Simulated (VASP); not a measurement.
# Rh (P6_3/mmc) in VASP: notebook

Rh is run at these levels: PBE; tasks: single point.

Program: VASP 6.6.1. These are calculated values, not measurements. Logs are shortened: lines on timing, memory, paths and dates and some standing lists are left out, and cuts for length are marked.

### 1 The cell of the first run

Symmetry: P6_3/mmc, No. 194, hexagonal system. Conventional cell: a = 2.504 Å, b = 2.504 Å, c = 4.057 Å, α = 90.00°, β = 90.00°, γ = 120.00°. Rh (site symmetry -6m2) has 12 Rh at 2.49 to 2.50 Å within 3.3 Å.

This isn't the form of Rh at room conditions, which is fcc.

### 2 Single point, PBE

Contents of INCAR:

```
PREC = Accurate
ENCUT = 520
EDIFF = 1E-6
ISMEAR = -1
SIGMA = 0.1
LREAL = False
LASPH = True
NELM = 60
ALGO = Normal
ISIF = 2
LWAVE = False
LCHARG = False
GGA = PE
NBANDS = 22
```

Contents of KPOINTS:

```
regular mesh
0
Gamma
  18 18 10
```

Contents of POSCAR:

```
Rh
1.0
    2.5043344542      0.0000000000      0.0000000000
   -1.2521672271      2.1688172569      0.0000000000
    0.0000000000      0.0000000000      4.0567022458
Rh
2
Direct
    0.3333333333      0.6666666667      0.2500000000
    0.6666666667      0.3333333333      0.7500000000
```

Potentials or basis: VASP PAW PBE potentials, release 64 (Rh_pv).

Launch:

```sh
cat potpaw_PBE.64/Rh_pv/POTCAR > POTCAR
mpirun -np 1 vasp_std > vasp.out
```

OUTCAR:

```text
PREC = Accurate
   ENCUT = 520
   EDIFF = 1E-6
   ISMEAR = -1
   LREAL = False
   LASPH = True
   NELM = 60
   ISIF = 2
   GGA = PE

 ion  position               nearest neighbor table
   1  0.333  0.667  0.250-   2 2.49   2 2.49   2 2.49   2 2.49   2 2.49   2 2.49
   2  0.667  0.333  0.750-   1 2.49   1 2.49   1 2.49   1 2.49   1 2.49   1 2.49

  LATTYP: Found a hexagonal cell.
 ALAT       =     2.5043344542
 C/A-ratio  =     1.6198723932

  Lattice vectors:

 A1 = (   2.5043344542,   0.0000000000,   0.0000000000)
 A2 = (  -1.2521672271,   2.1688172569,   0.0000000000)
 A3 = (   0.0000000000,   0.0000000000,   4.0567022458)

Analysis of symmetry for initial positions (statically):
=====================================================================
 Subroutine PRICEL returns:
 Original cell was already a primitive cell.

 Routine SETGRP: Setting up the symmetry group for a
 hexagonal supercell.

 Subroutine GETGRP returns: Found 24 space group operations
 (whereof 12 operations were pure point group operations)
 out of a pool of 24 trial point group operations.

The static configuration has the point symmetry D_3d.
 The point group associated with its full space group is D_6h.

Analysis of symmetry for dynamics (positions and initial velocities):
=====================================================================
 Subroutine PRICEL returns:
 Original cell was already a primitive cell.

 Routine SETGRP: Setting up the symmetry group for a
 hexagonal supercell.

 Subroutine GETGRP returns: Found 24 space group operations
 (whereof 12 operations were pure point group operations)
 out of a pool of 24 trial point group operations.

The dynamic configuration has the point symmetry D_3d.
 The point group associated with its full space group is D_6h.

 Subroutine INISYM returns: Found 24 space group operations
 (whereof 12 operations are pure point group operations),
 and found     1 'primitive' translations

----------------------------------------------------------------------------------------

                                     Primitive cell

  volume of cell :      22.0338

  direct lattice vectors                    reciprocal lattice vectors
     2.504334454  0.000000000  0.000000000     0.399307688  0.230540401  0.000000000
[... 70 lines left out ...]
   total plane-waves  NPLWV =  12000
   dimension x,y,z NGX =    20 NGY =   20 NGZ =   30
   dimension x,y,z NGXF=    40 NGYF=   40 NGZF=   60
   ions per type =               2
   NGX,Y,Z   is equivalent  to a cutoff of  13.28, 13.28, 12.29 a.u.
   NGXF,Y,Z  is equivalent  to a cutoff of  26.55, 26.55, 24.59 a.u.
 SYSTEM =  unknown system
   PREC   = accura    normal or accurate (medium, high low for compatibility)
   ISTART =      0    job   : 0-new  1-cont  2-samecut
   ICHARG =      2    charge: 1-file 2-atom 10-const
   ISPIN  =      1    spin polarized calculation?
   LNONCOLLINEAR =      F non collinear calculations
   LSORBIT =      F    spin-orbit coupling
   LASPH  =      T    aspherical Exc in radial PAW
   ENCUT  =  520.0 eV  38.22 Ry    6.18 a.u.   4.66  4.66  7.54*2*pi/ulx,y,z
   NELM   =     60;   NELMIN=  2; NELMDL= -5     # of ELM steps
   EDIFF  = 0.1E-05   stopping-criterion for ELM
   LREAL  =      F    real-space projection
   EDIFFG = 0.1E-04   stopping-criterion for IOM
   NSW    =      0    number of steps for IOM
   IBRION =     -1    ionic relax: 0-MD 1-quasi-New 2-CG
   NFREE  =      0    steps in history (QN), initial steepest desc. (CG)
   ISIF   =      2    stress and relaxation
   ISYM   =      2    0-nonsym 1-usesym 2-fastsym
   POTIM  = 0.5000    time-step for ionic-motion
   TEBEG  =    0.0;   TEEND  =   0.0 temperature during run
   PSTRESS=    0.0 pullay stress
   NELECT =      30.0000    total number of electrons
   NUPDOWN=      -1.0000    fix difference up-down
   EMIN   =  10.00;   EMAX   =-10.00  energy-range for DOS
   EFERMI =   0.00;   METHOD = LEGACY
   ISMEAR =    -1;   SIGMA  =   0.10  broadening in eV -4-tet -1-fermi 0-gaus
   EFERMI_NEDOS =   21; number of points for ismear=-14 and -15
   IALGO  =     38    algorithm
   IMIX   =      4    mixing-type and parameters
     AMIX     =   0.40;   BMIX     =  1.00
     AMIX_MAG =   1.60;   BMIX_MAG =  1.00
  volume/ion in A,a.u.               =      11.02        74.35
  Fermi-wavevector in a.u.,A,eV,Ry     =   1.814481  3.428872 44.795026  3.292342
  Thomas-Fermi vector in A             =   2.872302
   LORBIT       =      0    0 simple, 1 ext, 2 COOP (PROOUT), +10 PAW based schemes
   GGA     = PE    functional components
[... 5 lines left out ...]
 non-spin polarized calculation
  energy-cutoff  :      520.00
  volume of cell :       22.03
 maximum number of plane-waves:       608
 NGX is ok and might be reduce to    20
   NGX =  9   NGY =  9   NGZ = 15

 number of electron      30.0000003 magnetization

 Free energy of the ion-electron system (eV)
  ---------------------------------------------------
  ext. energy  EPLUGINS =         0.00000000
  ---------------------------------------------------
  free energy    TOTEN  =       -12.70716519 eV

  energy without entropy =      -12.63318929  energy(sigma->0) =      -12.67017724

 E-fermi :  16.5980     XC(G=0): -15.5078

 val. band max:       16.5979244113   @ k =   0.2222   0.0556   0.4000
 cond. band min:      16.5988483032   @ k =   0.3333   0.0556   0.2000
 fundamental gap:      0.0009238919
 Fermi energy:        16.5979673062

 k-point     1 :       0.0000    0.0000    0.0000
  band No.  band energies     occupation
      1     -31.8558      2.00000
      2     -30.4955      2.00000
      3     -30.4955      2.00000
      4     -30.2893      2.00000
      5     -30.2826      2.00000
      6     -30.2826      2.00000
[... 589 lines left out ...]
     21      29.9870      0.00000
     22      32.0588      0.00000

 [... further k-points ...]
[... 5 lines left out ...]
  --------------------------------------------------------------------------------------
  -------------------------------------------------------------------------------------
  Total       16.2513393     16.2513393     16.2444744     -0.0000000     -0.0000000      0.0000000
  in kB     1181.7111083   1181.7111083   1181.2119311     -0.0000000     -0.0000000      0.0000000
  external PRESSURE =    1181.5447159 kB  Pullay stress =       0.0000000 kB

 VOLUME and BASIS-vectors are now :
 -----------------------------------------------------------------------------
  energy-cutoff  :      520.00
  volume of cell :       22.03
      direct lattice vectors                 reciprocal lattice vectors
     2.504334454  0.000000000  0.000000000     0.399307688  0.230540401  0.000000000
    -1.252167227  2.168817257  0.000000000     0.000000000  0.461080802  0.000000000
     0.000000000  0.000000000  4.056702246     0.000000000  0.000000000  0.246505644

 POSITION                                       TOTAL-FORCE (eV/Angst)
 -----------------------------------------------------------------------------------
     -0.00000      1.44588      1.01418         0.000000     -0.000000      0.000000
      1.25217      0.72294      3.04253        -0.000000      0.000000      0.000000
 -----------------------------------------------------------------------------------
    total drift:                               -0.000000      0.000000     -0.000000

  FREE ENERGIE OF THE ION-ELECTRON SYSTEM (eV)
  ---------------------------------------------------
  free  energy   TOTEN  =       -12.7071651925 eV

  energy  without entropy=      -12.6331892886  energy(sigma->0) =      -12.67017724
```

OSZICAR:

```text
N       E                     dE             d eps       ncg     rms          rms(c)
DAV:   1     0.332643096606E+03    0.33264E+03   -0.18861E+04  9832   0.166E+03
DAV:   2    -0.604403787739E+01   -0.33869E+03   -0.32607E+03 10038   0.491E+02
DAV:   3    -0.134576124002E+02   -0.74136E+01   -0.73820E+01 11610   0.816E+01
DAV:   4    -0.135047325666E+02   -0.47120E-01   -0.47116E-01 10766   0.651E+00
DAV:   5    -0.135054445301E+02   -0.71196E-03   -0.71195E-03 11634   0.813E-01    0.267E+01
DAV:   6    -0.127934281986E+02    0.71202E+00   -0.11633E+00 10602   0.124E+01    0.121E+01
DAV:   7    -0.127154432210E+02    0.77985E-01   -0.14343E-01 11556   0.406E+00    0.293E+00
DAV:   8    -0.127074878622E+02    0.79554E-02   -0.23272E-02 10302   0.182E+00    0.517E-01
DAV:   9    -0.127071588888E+02    0.32897E-03   -0.33046E-04 11670   0.217E-01    0.191E-02
DAV:  10    -0.127071660579E+02   -0.71691E-05   -0.85621E-06 10870   0.299E-02    0.614E-03
DAV:  11    -0.127071651925E+02    0.86543E-06   -0.63144E-07  7080   0.874E-03
   1 F= -.12707165E+02 E0= -.12670177E+02  d E =-.739759E-01
```

stdout:

```text
POSCAR found type information on POSCAR Rh
 POSCAR found :  1 types and       2 ions
 scaLAPACK will be used
 LDA part: xc-table for (Slater+PW92), standard interpolation
 POSCAR, INCAR and KPOINTS ok, starting setup
 FFT: planning ... GRIDC
 FFT: planning ... GRID_SOFT
 FFT: planning ... GRID
 WAVECAR not read
 entering main loop
```

It took 32 s on 1 thread of Intel Xeon 6975P-C (Granite Rapids), shared host; peak memory 0.2 GiB.

What came out:

```yaml
Free_energy: -12.7072 eV
Pressure: 118.2 GPa
Band_gap_on_the_k_mesh: zero (bands 15 and 16 overlap by 3.43 eV)
```

Levels at points of the mesh, in eV from the Fermi level:
```csv
k point,band 13,band 14,band 15,band 16,band 17,band 18
"(0.00, 0.00, 0.00)",-3.56,-2.70,-2.70,0.17,0.17,0.56
"(0.50, 0.00, 0.00)",-2.90,0.66,0.94,1.10,3.93,6.54
"(0.00, 0.00, 0.50)",-4.33,-4.33,-0.60,-0.60,-0.60,-0.60
"(0.50, 0.00, 0.50)",-0.49,-0.49,0.92,0.92,3.21,3.21
```

Caveat: the cell stands under pressure.

### 3 Single point, PBE (11.02 Å³/atom)

Contents of INCAR:

```
  ALGO = Normal
  EDIFF = 1E-7
  ENCUT = 520
  GGA = PE
  ISIF = 2
  ISMEAR = -1
  LASPH = T
  LCHARG = T
  LELF = T
  LREAL = F
  LVHAR = T
  LWAVE = F
  NBANDS = 22
  NELM = 60
  PREC = Accurate
  SIGMA = 0.1
```

Contents of KPOINTS:

```
k-points
0
Gamma
  18 18 10
```

Contents of POSCAR:

```
Rh
1.0
    2.5043344542      0.0000000000      0.0000000000
   -1.2521672270      2.1688172569      0.0000000000
    0.0000000000      0.0000000000      4.0567022458
Rh
2
Direct
    0.3333333333      0.6666666667      0.2500000000
    0.6666666667      0.3333333333      0.7500000000
```

Potentials or basis: VASP PAW PBE potentials, release 64 (Rh_pv).

Launch:

```sh
cat potpaw_PBE.64/Rh_pv/POTCAR > POTCAR
mpirun -np 1 vasp_std > vasp.out
```

Wall time 37 s (1 thread of Intel Xeon 6975P-C (Granite Rapids), shared host); peak memory 0.19 GiB.

Results (log left out):

| Item | Value |
| --- | --- |
| Free energy | -12.7072 eV |
| Pressure | 118.2 GPa |
| Band gap on the k mesh | zero (bands 15 and 16 overlap by 3.43 eV) |

Levels at points of the mesh, in eV from the Fermi level:
| k point | band 13 | band 14 | band 15 | band 16 | band 17 | band 18 |
| --- | --- | --- | --- | --- | --- | --- |
| (0.00, 0.00, 0.00) | -3.56 | -2.70 | -2.70 | 0.17 | 0.17 | 0.56 |
| (0.50, 0.00, 0.00) | -2.90 | 0.66 | 0.94 | 1.10 | 3.93 | 6.54 |
| (0.00, 0.00, 0.50) | -4.33 | -4.33 | -0.60 | -0.60 | -0.60 | -0.60 |
| (0.50, 0.00, 0.50) | -0.49 | -0.49 | 0.92 | 0.92 | 3.21 | 3.21 |

Caveat: the cell stands under pressure.

### 4 Single point, PBE

This run uses another cell than the first one, of 12.43 Å³/atom.

Contents of INCAR:

```
PREC = Accurate
ENCUT = 520
EDIFF = 1E-7
ISMEAR = -1
SIGMA = 0.1
LREAL = False
LASPH = True
NELM = 80
ALGO = Normal
ISIF = 2
LWAVE = False
LCHARG = False
GGA = PE
NBANDS = 22
```

Contents of KPOINTS:

```
Automatic mesh
0
Gamma
  18 18 10
```

Contents of POSCAR:

```
Rh
1.0
    2.6089464967      0.0000000000      0.0000000000
   -1.3044732483      2.2594139433      0.0000000000
    0.0000000000      0.0000000000      4.2171156694
Rh
2
Direct
    0.3333333333      0.6666666667      0.2500000000
    0.6666666667      0.3333333333      0.7500000000
```

Launch:

```sh
cat potpaw_PBE.64/Rh_pv/POTCAR > POTCAR
mpirun -np 1 vasp_std > vasp.out
```

It took 38 s on 1 thread of Intel Xeon 6975P-C (Granite Rapids), shared host; peak memory 0.21 GiB.

The run converged. Its results:

```yaml
Free_energy: -14.0794 eV
Pressure: 44.8 GPa
Band_gap_on_the_k_mesh: zero (bands 15 and 16 overlap by 2.85 eV)
```

Levels at points of the mesh, in eV from the Fermi level:
```csv
k point,band 12,band 13,band 14,band 15,band 16,band 17,band 18,band 19
"(0.00, 0.00, 0.00)",-2.94,-2.94,-2.24,-2.24,0.16,0.16,0.64,9.72
"(0.50, 0.00, 0.00)",-2.60,-2.50,0.52,0.77,0.88,3.39,5.73,11.16
"(0.00, 0.00, 0.50)",-3.69,-3.69,-3.69,-0.50,-0.50,-0.50,-0.50,15.11
"(0.50, 0.00, 0.50)",-1.98,-0.39,-0.39,0.74,0.74,2.88,2.88,10.41
```

Caveat: the cell stands under pressure.

(Continued in part 2 of 2.)
